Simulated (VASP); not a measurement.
Au:

```xyz
1
Lattice="0.0000 2.0195 2.0195 2.0195 0.0000 2.0195 2.0195 2.0195 0.0000" Properties=species:S:1:pos:R:3 pbc="T T T"
Au    0.0000    0.0000    0.0000
```

- Program: VASP 6.6.1
- Task: relaxation of cell and atoms
- Functional: PBEsol
- Potentials or basis: VASP PAW PBE potentials, release 64 (Au)
- Cutoff: 600 eV
- k mesh: 18 × 18 × 18
- Occupations: gaussian, width 0.1 eV
- Spin: no spin polarisation

At the start: pressure 6.1 GPa; volume 16.47 Å³/atom.

**Question.** Where does the relaxation end?

**Answer.** Over 4 steps the energy falls by 9.8 meV/atom and the volume is 17.00 Å³/atom (+3.2 %); space group Fm-3m (No. 225, to 0.05 Å).

The path:
```tsv
step	energy change (eV)	largest force (eV/Å)	pressure (GPa)	volume (Å³)
1	0.0000	0.0000	6.11	16.47
2	0.0194	0.0000	-8.64	18.02
3	-0.0098	0.0000	-0.10	17.01
4	-0.0098	0.0000	0.01	17.00
```

Final structure:
```yaml
crystal:
  lattice:
    - [0.00000, 2.04096, 2.04096]
    - [2.04096, 0.00000, 2.04096]
    - [2.04096, 2.04096, 0.00000]
  atoms:
    - { symbol: Au, position: [0.00000, 0.00000, 0.00000] }
```

Caveat: the PAW data sets were made with another functional, which shifts forces and pressure a little.
